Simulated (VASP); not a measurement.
Set up this calculation in VASP 6.6.1, as the native input.

| Item | Value |
| --- | --- |
| Task | single point |
| Functional | LDA |
| Potentials or basis | VASP PAW LDA potentials, release 64 (Mg) |
| Cutoff | 600 eV |
| k mesh | 11 × 11 × 6 |
| Occupations | methfessel-paxton, width 0.05 eV |
| Spin | no spin polarisation |
| Dipole correction | no |
| Further INCAR settings | ALGO = Normal; EDIFF = 1e-06; NBANDS = 9 |

The structure of Mg lies in POSCAR:

```
Mg
1.0
    3.2093000000      0.0000000000      0.0000000000
   -1.6046500000      2.7793353284      0.0000000000
    0.0000000000      0.0000000000      5.2103000000
Mg
2
Direct
    0.3333330000      0.6666670000      0.2500000000
    0.6666670000      0.3333330000      0.7500000000
```

These files were run (other wordings do the same):

INCAR

```
  PREC = Accurate
  ENCUT = 600
  EDIFF = 1E-6
  ISMEAR = 1
  SIGMA = 0.05
  LREAL = F
  LASPH = T
  NELM = 120
  ALGO = Normal
  ISIF = 2
  LWAVE = F
  LCHARG = F
  NBANDS = 9
  GGA_COMPAT = F
```

KPOINTS

```
Automatic mesh
0
Gamma
  11 11 6
```

Potentials or basis: VASP PAW LDA potentials, release 64 (Mg).

Launch:

```console
$ cat potpaw_LDA.64/Mg/POTCAR > POTCAR
$ mpirun -np 1 vasp_std > vasp.out
```

Results of the run:

- Pressure: -2.9 GPa
- Band gap on the k mesh: zero (bands 2 and 3 overlap by 2.16 eV)

Wall time 39 s on 1 thread of Intel Xeon 8259CL, with other jobs on the host, peak memory 0.17 GiB.
